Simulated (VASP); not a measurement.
Write the native input for VASP 6.6.1 that does the following.

```
Task                   : single point
Functional             : PBE
Potentials or basis    : VASP PAW PBE potentials, release 64 (Sr_sv)
Cutoff                 : 520 eV
k mesh                 : 11 × 11 × 11
Occupations            : fermi-dirac, width 0.08 eV
Spin                   : no spin polarisation
Dipole correction      : no
Further INCAR settings : ALGO = Normal; EDIFF = 1e-06; NBANDS = 17
```

The structure of Sr lies in POSCAR:

```
Sr
1.0
    0.0000000000      4.8091227721      4.8091227721
    4.8091227721      0.0000000000      4.8091227721
    4.8091227721      4.8091227721      0.0000000000
Sr
2
Direct
    0.0000000000      0.0000000000      0.0000000000
    0.2500000000      0.2500000000      0.2500000000
```

The input as run:

INCAR

```
SYSTEM = Sr
PREC = Accurate
ENCUT = 520
EDIFF = 1E-6
ISMEAR = -1
SIGMA = 0.08
LREAL = .False.
LASPH = .True.
NELM = 100
ALGO = Normal
ISIF = 2
LWAVE = .False.
LCHARG = .True.
GGA = PE
LELF = .True.
LVHAR = .True.
NBANDS = 17
```

KPOINTS

```
Automatic mesh
0
Gamma
  11 11 11
  0 0 0
```

Potentials or basis: VASP PAW PBE potentials, release 64 (Sr_sv).

Command:

```sh
$ cat potpaw_PBE.64/Sr_sv/POTCAR > POTCAR
$ mpirun -np 1 vasp_std > vasp.out
```

Results of the run:

The pressure is 0.0 GPa and the band gap on the k mesh is zero (band 10 reaches 0.33 eV, above the bottom of band 11 at -0.39 eV).

It took 2.5 min on 1 thread of Intel(R) Xeon(R) Platinum 8488C (Sapphire Rapids), with other jobs on the host, peak memory 0.5 GiB.
